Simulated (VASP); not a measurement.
# HfN (P6_3/mmc) in VASP: notebook, part 2 of 2

VASP 6.6.1. The steps go on from the part before.

**4. Single point, LDA**

This run uses another cell than the first one, of 11.52 Å³/atom.

Contents of INCAR:

```
SYSTEM = HfN
PREC     = Accurate       ! precision mode
ENCUT    = 520            ! plane-wave cutoff, eV
EDIFF    = 1E-6           ! SCF threshold, eV
ISMEAR   = -1             ! smearing method
SIGMA    = 0.05           ! smearing width, eV
LREAL    = .False.        ! projectors in reciprocal space
LASPH    = .True.         ! aspherical terms in the spheres
NELM     = 100            ! most SCF steps
ALGO     = Normal         ! electronic algorithm
ISIF     = 2              ! what is computed and relaxed
LWAVE    = .False.        ! write WAVECAR
LCHARG   = .True.         ! write CHGCAR
GGA      = CA             ! functional
LELF     = .True.         ! ELF
LVHAR    = .True.       
NBANDS   = 23             ! bands
```

Contents of KPOINTS:

```
regular mesh
0
Gamma
  10 10 5
  0 0 0
```

Contents of POSCAR:

```
HfN
1.0
    3.1339080219      0.0000000000      0.0000000000
   -1.5669540110      2.7140439601      0.0000000000
    0.0000000000      0.0000000000      5.4167677200
Hf N
2 2
Direct
    0.3333333333      0.6666666667      0.2500000000
    0.6666666667      0.3333333333      0.7500000000
    0.0000000000      0.0000000000      0.5000000000
    0.0000000000      0.0000000000      0.0000000000
```

Potentials or basis: VASP PAW LDA potentials, release 64 (Hf_pv, N).

The run is started by

```bash
$ cat potpaw_LDA.64/Hf_pv/POTCAR potpaw_LDA.64/N/POTCAR > POTCAR
$ mpirun -np 1 vasp_std > vasp.out
```

OUTCAR:

```text
SYSTEM = HfN
   PREC = Accurate
   ENCUT = 520
   EDIFF = 1E-6
   ISMEAR = -1
   LREAL = .False.
   LASPH = .True.
   NELM = 100
   ISIF = 2
   GGA = CA

 ion  position               nearest neighbor table
   1  0.333  0.667  0.250-   3 2.26   4 2.26   3 2.26   4 2.26   3 2.26   4 2.26   2 3.26   2 3.26
                             2 3.26   2 3.26   2 3.26   2 3.26
   2  0.667  0.333  0.750-   3 2.26   4 2.26   3 2.26   4 2.26   3 2.26   4 2.26   1 3.26   1 3.26
                             1 3.26   1 3.26   1 3.26   1 3.26
   3  0.000  0.000  0.500-   1 2.26   2 2.26   2 2.26   1 2.26   2 2.26   1 2.26
   4  0.000  0.000  0.000-   1 2.26   2 2.26   2 2.26   1 2.26   2 2.26   1 2.26

  LATTYP: Found a hexagonal cell.
 ALAT       =     3.1339080219
 C/A-ratio  =     1.7284386402

  Lattice vectors:

 A1 = (   3.1339080219,   0.0000000000,   0.0000000000)
 A2 = (  -1.5669540110,   2.7140439601,   0.0000000000)
 A3 = (   0.0000000000,   0.0000000000,   5.4167677200)

Analysis of symmetry for initial positions (statically):
=====================================================================
 Subroutine PRICEL returns:
 Original cell was already a primitive cell.

 Routine SETGRP: Setting up the symmetry group for a
 hexagonal supercell.

 Subroutine GETGRP returns: Found 24 space group operations
 (whereof 12 operations were pure point group operations)
 out of a pool of 24 trial point group operations.

The static configuration has the point symmetry D_3d.
 The point group associated with its full space group is D_6h.

Analysis of symmetry for dynamics (positions and initial velocities):
=====================================================================
 Subroutine PRICEL returns:
 Original cell was already a primitive cell.

 Routine SETGRP: Setting up the symmetry group for a
 hexagonal supercell.

 Subroutine GETGRP returns: Found 24 space group operations
 (whereof 12 operations were pure point group operations)
 out of a pool of 24 trial point group operations.

The dynamic configuration has the point symmetry D_3d.
 The point group associated with its full space group is D_6h.

 Subroutine INISYM returns: Found 24 space group operations
 (whereof 12 operations are pure point group operations),
 and found     1 'primitive' translations

----------------------------------------------------------------------------------------

                                     Primitive cell

  volume of cell :      46.0727

  direct lattice vectors                    reciprocal lattice vectors
     3.133908022  0.000000000  0.000000000     0.319090411  0.184226935  0.000000000
    -1.566954011  2.714043960  0.000000000     0.000000000  0.368453870  0.000000000
     0.000000000  0.000000000  5.416767720     0.000000000  0.000000000  0.184611940

  length of vectors
     3.133908022  3.133908022  5.416767720     0.368453870  0.368453870  0.184611940

  position of ions in fractional coordinates (direct lattice)
     0.333333333  0.666666667  0.250000000
     0.666666667  0.333333333  0.750000000
     0.000000000  0.000000000  0.500000000
     0.000000000  0.000000000  0.000000000

  ion indices of the primitive-cell ions
[... 26 lines left out ...]

 Subroutine IBZKPT returns following result:
 ===========================================

 Found     42 irreducible k-points:

 Following reciprocal coordinates:
            Coordinates               Weight
  0.000000  0.000000  0.000000      1.000000
  0.100000  0.000000  0.000000      6.000000
  0.200000  0.000000  0.000000      6.000000
  0.300000 -0.000000  0.000000      6.000000
  0.400000  0.000000  0.000000      6.000000
  0.500000  0.000000  0.000000      3.000000
[... 16 lines left out ...]
  0.300000  0.100000  0.200000     24.000000
  0.400000  0.100000  0.200000     24.000000
 [... further k-points ...]
   k-points           NKPTS =     42   k-points in BZ     NKDIM =     42   number of bands    NBANDS=     23
   number of dos      NEDOS =    301   number of ions     NIONS =      4
   total plane-waves  NPLWV =  23040
   dimension x,y,z NGX =    24 NGY =   24 NGZ =   40
   dimension x,y,z NGXF=    48 NGYF=   48 NGZF=   80
   ions per type =               2   2
   NGX,Y,Z   is equivalent  to a cutoff of  12.73, 12.73, 12.28 a.u.
   NGXF,Y,Z  is equivalent  to a cutoff of  25.46, 25.46, 24.55 a.u.
 SYSTEM =  HfN
   PREC   = accura    normal or accurate (medium, high low for compatibility)
   ISTART =      0    job   : 0-new  1-cont  2-samecut
   ICHARG =      2    charge: 1-file 2-atom 10-const
   ISPIN  =      1    spin polarized calculation?
   LNONCOLLINEAR =      F non collinear calculations
   LSORBIT =      F    spin-orbit coupling
   LASPH  =      T    aspherical Exc in radial PAW
   ENCUT  =  520.0 eV  38.22 Ry    6.18 a.u.   5.83  5.83 10.07*2*pi/ulx,y,z
   NELM   =    100;   NELMIN=  2; NELMDL= -5     # of ELM steps
   EDIFF  = 0.1E-05   stopping-criterion for ELM
   LREAL  =      F    real-space projection
   EDIFFG = 0.1E-04   stopping-criterion for IOM
   NSW    =      0    number of steps for IOM
   IBRION =     -1    ionic relax: 0-MD 1-quasi-New 2-CG
   NFREE  =      0    steps in history (QN), initial steepest desc. (CG)
   ISIF   =      2    stress and relaxation
   ISYM   =      2    0-nonsym 1-usesym 2-fastsym
   POTIM  = 0.5000    time-step for ionic-motion
   TEBEG  =    0.0;   TEEND  =   0.0 temperature during run
   PSTRESS=    0.0 pullay stress
   NELECT =      30.0000    total number of electrons
   NUPDOWN=      -1.0000    fix difference up-down
   EMIN   =  10.00;   EMAX   =-10.00  energy-range for DOS
   EFERMI =   0.00;   METHOD = LEGACY
   ISMEAR =    -1;   SIGMA  =   0.05  broadening in eV -4-tet -1-fermi 0-gaus
   EFERMI_NEDOS =   21; number of points for ismear=-14 and -15
   IALGO  =     38    algorithm
   IMIX   =      4    mixing-type and parameters
     AMIX     =   0.40;   BMIX     =  1.00
     AMIX_MAG =   1.60;   BMIX_MAG =  1.00
  volume/ion in A,a.u.               =      11.52        77.73
  Fermi-wavevector in a.u.,A,eV,Ry     =   1.418951  2.681429 27.394278  2.013423
  Thomas-Fermi vector in A             =   2.540023
   LORBIT       =      0    0 simple, 1 ext, 2 COOP (PROOUT), +10 PAW based schemes
   GGA     = CA    functional components
   LHFCALC =     F    Hartree Fock is set to
   AEXX    =    0.0000 exact exchange contribution
   IVDW    =     0    specifies the selected vdW correction
   LEPSILON=     F    determine dielectric tensor
   LRPA    =     F    only Hartree local field effects (RPA)
 non-spin polarized calculation
  energy-cutoff  :      520.00
  volume of cell :       46.07
 maximum number of plane-waves:      1275
 NGX is ok and might be reduce to    24
   NGX = 11   NGY = 11   NGZ = 21

 number of electron      30.0000004 magnetization

 Free energy of the ion-electron system (eV)
  ---------------------------------------------------
  ext. energy  EPLUGINS =         0.00000000
  ---------------------------------------------------
  free energy    TOTEN  =       -47.55028854 eV

  energy without entropy =      -47.53825489  energy(sigma->0) =      -47.54427171

 E-fermi :   7.8269     XC(G=0): -12.9901

 val. band max:        7.7539496628   @ k =   0.1000   0.0000   0.2000
 cond. band min:       7.8332977746   @ k =   0.1000   0.1000   0.0000
 fundamental gap:      0.0793481118
 Fermi energy:         7.8269336206

 k-point     1 :       0.0000    0.0000    0.0000
  band No.  band energies     occupation
      1     -23.7672      2.00000
      2     -22.8866      2.00000
      3     -22.7829      2.00000
      4     -22.7829      2.00000
      5     -22.7206      2.00000
      6     -22.7206      2.00000
[... 613 lines left out ...]
     22      13.7737      0.00000
     23      14.9164      0.00000

 [... further k-points ...]

------------------------ aborting loop because EDIFF is reached ----------------------------------------

  FORCE on cell =-STRESS in cart. coord.  units (eV):
  Direction    XX          YY          ZZ          XY          YZ          ZX
  --------------------------------------------------------------------------------------
  -------------------------------------------------------------------------------------
  Total       -2.8382278     -2.8382278     -3.0304660      0.0000000      0.0000000      0.0000000
  in kB      -98.6993973    -98.6993973   -105.3844807      0.0000000      0.0000000      0.0000000
  external PRESSURE =    -100.9277584 kB  Pullay stress =       0.0000000 kB

 VOLUME and BASIS-vectors are now :
 -----------------------------------------------------------------------------
  energy-cutoff  :      520.00
  volume of cell :       46.07
      direct lattice vectors                 reciprocal lattice vectors
     3.133908022  0.000000000  0.000000000     0.319090411  0.184226935  0.000000000
    -1.566954011  2.714043960  0.000000000     0.000000000  0.368453870  0.000000000
     0.000000000  0.000000000  5.416767720     0.000000000  0.000000000  0.184611940

 POSITION                                       TOTAL-FORCE (eV/Angst)
 -----------------------------------------------------------------------------------
     -0.00000      1.80936      1.35419        -0.000000      0.000000      0.000000
      1.56695      0.90468      4.06258         0.000000     -0.000000      0.000000
      0.00000      0.00000      2.70838        -0.000000     -0.000000      0.000000
      0.00000      0.00000      0.00000         0.000000     -0.000000      0.000000
 -----------------------------------------------------------------------------------
    total drift:                                0.000000     -0.000000      0.000000

  FREE ENERGIE OF THE ION-ELECTRON SYSTEM (eV)
  ---------------------------------------------------
  free  energy   TOTEN  =       -47.5502885350 eV

  energy  without entropy=      -47.5382548890  energy(sigma->0) =      -47.54427171
```

It took 57 s on 1 thread of AMD EPYC 7R43 (Zen 3), shared host; peak memory 0.13 GiB.

Results:

```
Free energy            : -47.5503 eV
Pressure               : -10.1 GPa
Band gap on the k mesh : zero (bands 15 and 16 overlap by 1.70 eV)
```

Stress tensor (GPa, compression positive):
```
 -9.87   0.00   0.00
  0.00  -9.87   0.00
  0.00   0.00 -10.54
```

Caveat: the cell stands under tension; spin-orbit coupling is left out, which moves the levels of the heavy elements.

**5. Single point, LDA**

This run uses another cell than the first one, of 11.75 Å³/atom.

Contents of INCAR:

```
SYSTEM = HfN
ALGO = Normal ; EDIFF = 1E-7
ENCUT = 520 ; GGA = CA
ISIF = 2 ; ISMEAR = -1
LASPH = .True. ; LCHARG = .True.
LELF = .True. ; LREAL = .False.
LVHAR = .True. ; LWAVE = .False.
NBANDS = 23 ; NELM = 100
PREC = Accurate ; SIGMA = 0.05
```

Contents of KPOINTS:

```
k-points
0
Gamma
  10 10 5
  0 0 0
```

Contents of POSCAR:

```
HfN
1.0
    3.1546629845      0.0000000000      0.0000000000
   -1.5773314923      2.7320182850      0.0000000000
    0.0000000000      0.0000000000      5.4526413994
Hf N
2 2
Direct
    0.3333333333      0.6666666667      0.2500000000
    0.6666666667      0.3333333333      0.7500000000
    0.0000000000      0.0000000000      0.5000000000
    0.0000000000      0.0000000000      0.0000000000
```

The run is started by

```bash
$ cat potpaw_LDA.64/Hf_pv/POTCAR potpaw_LDA.64/N/POTCAR > POTCAR
$ mpirun -np 1 vasp_std > vasp.out
```

Run time: 67 s. Hardware: 1 thread of AMD EPYC 7R43 (Zen 3), shared host; peak memory 0.13 GiB.

It converged, with:

```
Free energy            : -47.4785 eV
Pressure               : -15.0 GPa
Band gap on the k mesh : zero (bands 15 and 16 overlap by 1.64 eV)
```

Stress tensor (GPa, compression positive):
```
-14.76   0.00   0.00
  0.00 -14.76   0.00
  0.00   0.00 -15.43
```

Levels at points of the mesh, in eV from the Fermi level:
| k point | band 12 | band 13 | band 14 | band 15 | band 16 | band 17 | band 18 | band 19 |
| --- | --- | --- | --- | --- | --- | --- | --- | --- |
| (0.00, 0.00, 0.00) | -3.57 | -3.57 | -1.74 | -0.69 | 0.62 | 0.62 | 1.02 | 1.70 |
| (0.50, 0.00, 0.00) | -5.43 | -3.25 | -2.79 | -2.43 | 2.33 | 2.63 | 4.24 | 4.42 |

Caveat: the cell stands under tension; spin-orbit coupling is left out, which moves the levels of the heavy elements.

**6. Single point, LDA**

This run uses another cell than the first one, of 11.98 Å³/atom.

Contents of INCAR:

```
ALGO = Normal
EDIFF = 1E-7
ENCUT = 520
ISIF = 2
ISMEAR = -1
LASPH = T
LCHARG = T
LELF = T
LREAL = F
LVHAR = T
LWAVE = F
NBANDS = 23
NELM = 80
PREC = Accurate
SIGMA = 0.05
```

Contents of KPOINTS:

```
k-points
0
Gamma
  10 10 5
```

Contents of POSCAR:

```
HfN
1.0
    3.1751483831      0.0000000000      0.0000000000
   -1.5875741916      2.7497591606      0.0000000000
    0.0000000000      0.0000000000      5.4880491538
Hf N
2 2
Direct
    0.3333333333      0.6666666667      0.2500000000
    0.6666666667      0.3333333333      0.7500000000
    0.0000000000      0.0000000000      0.5000000000
    0.0000000000      0.0000000000      0.0000000000
```

Potentials or basis: VASP PAW LDA potentials, release 64 (Hf_pv, N).

The run is started by

```bash
$ cat potpaw_LDA.64/Hf_pv/POTCAR potpaw_LDA.64/N/POTCAR > POTCAR
$ mpirun -np 1 vasp_std > vasp.out
```

It took 72 s on 1 thread of AMD EPYC 7R43 (Zen 3), shared host; peak memory 0.13 GiB.

It converged, with:

| Item | Value |
| --- | --- |
| Free energy | -47.3800 eV |
| Pressure | -19.4 GPa |
| Band gap on the k mesh | zero (bands 15 and 16 overlap by 1.58 eV) |

Stress tensor (GPa, compression positive):
```
-19.15   0.00   0.00
  0.00 -19.15   0.00
  0.00   0.00 -19.81
```

Levels at points of the mesh, in eV from the Fermi level:
| k point | band 11 | band 12 | band 13 | band 14 | band 15 | band 16 | band 17 | band 18 | band 19 | band 20 |
| --- | --- | --- | --- | --- | --- | --- | --- | --- | --- | --- |
| (0.00, 0.00, 0.00) | -4.62 | -3.51 | -3.51 | -1.73 | -0.67 | 0.61 | 0.61 | 0.90 | 1.67 | 1.67 |
| (0.50, 0.00, 0.00) | -5.68 | -5.33 | -3.23 | -2.74 | -2.41 | 2.27 | 2.56 | 4.13 | 4.31 | 5.10 |

Caveat: the cell stands under tension; spin-orbit coupling is left out, which moves the levels of the heavy elements.

**7. Summary**

```tsv
cell	gap on the mesh (eV)	pressure (GPa)
a = 3.113, b = 3.113, c = 5.380 Å, angles 90.0, 90.0, 120.0°, 4 atoms	none	-4.6
a = 3.134, b = 3.134, c = 5.417 Å, angles 90.0, 90.0, 120.0°, 4 atoms	none	-10.1
a = 3.155, b = 3.155, c = 5.453 Å, angles 90.0, 90.0, 120.0°, 4 atoms	none	-15.0
a = 3.175, b = 3.175, c = 5.488 Å, angles 90.0, 90.0, 120.0°, 4 atoms	none	-19.4
```

Alike in all rows: task single point; level LDA; potentials or basis VASP PAW LDA potentials, release 64 (Hf_pv, N); no spin polarisation; k mesh 10 × 10 × 5; cutoff (eV) 520; smearing fermi-dirac 0.05 eV.

Caveats: the cell stands under tension; spin-orbit coupling is left out, which moves the levels of the heavy elements.

Total energies depend on the potentials used, so only differences within one code and one set of settings carry meaning.
